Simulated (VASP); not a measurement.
Wanted: the native input for a VASP 6.6.1 run.

- Task: single point
- Functional: LDA
- Potentials or basis: VASP PAW LDA potentials, release 64 (Sn_d, O)
- Cutoff: 520 eV
- k mesh: 6 × 6 × 6
- Occupations: gaussian, width 0.02 eV
- Spin: no spin polarisation
- Dipole correction: no
- Further INCAR settings: ALGO = Normal; EDIFF = 1e-06; NBANDS = 64

The structure of SnO2 lies in POSCAR:

```
SnO2
1.0
    4.6890081962      0.0000000000      0.0000000000
    0.0000000000      5.6733324098      0.0000000000
    0.0000000000      0.0000000000      5.1880047159
Sn O
4 8
Direct
    0.5000000000      0.6681027266      0.7500000000
    0.0000000000      0.8318972734      0.2500000000
    0.5000000000      0.3318972734      0.2500000000
    0.0000000000      0.1681027266      0.7500000000
    0.7317459369      0.6038884727      0.0771764173
    0.2317459369      0.8961115273      0.9228235827
    0.7682540631      0.8961115273      0.5771764173
    0.2682540631      0.6038884727      0.4228235827
    0.7317459369      0.3961115273      0.5771764173
    0.2317459369      0.1038884727      0.4228235827
    0.7682540631      0.1038884727      0.0771764173
    0.2682540631      0.3961115273      0.9228235827
```

These files were run (other wordings do the same):

INCAR

```
SYSTEM = SnO2
  PREC = Accurate
  ENCUT = 520
  EDIFF = 1E-6
  ISMEAR = 0
  SIGMA = 0.02
  LREAL = .FALSE.
  LASPH = .TRUE.
  NELM = 80
  ALGO = Normal
  ISIF = 2
  LWAVE = .FALSE.
  LCHARG = .TRUE.
  GGA = CA
  LELF = .TRUE.
  LVHAR = .TRUE.
  NBANDS = 64
```

KPOINTS

```
Automatic mesh
0
G
  6 6 6
  0 0 0
```

Potentials or basis: VASP PAW LDA potentials, release 64 (Sn_d, O).

Run with:

```console
$ cat potpaw_LDA.64/Sn_d/POTCAR potpaw_LDA.64/O/POTCAR > POTCAR
$ mpirun -np 1 vasp_std > vasp.out
```

It gave:

```yaml
Pressure: 3.1 GPa
Largest_force: 0.018 eV/Å
Band_gap_on_the_k_mesh: 1.64 eV
```

Caveat: the cell stands under pressure; spin-orbit coupling is left out, which moves the levels of the heavy elements.

Run time: 7.8 min on 1 thread of Intel(R) Xeon(R) Platinum 8259CL CPU @ 2.50GHz (Skylake/Cascade Lake), with other jobs on the host, peak memory 0.46 GiB.
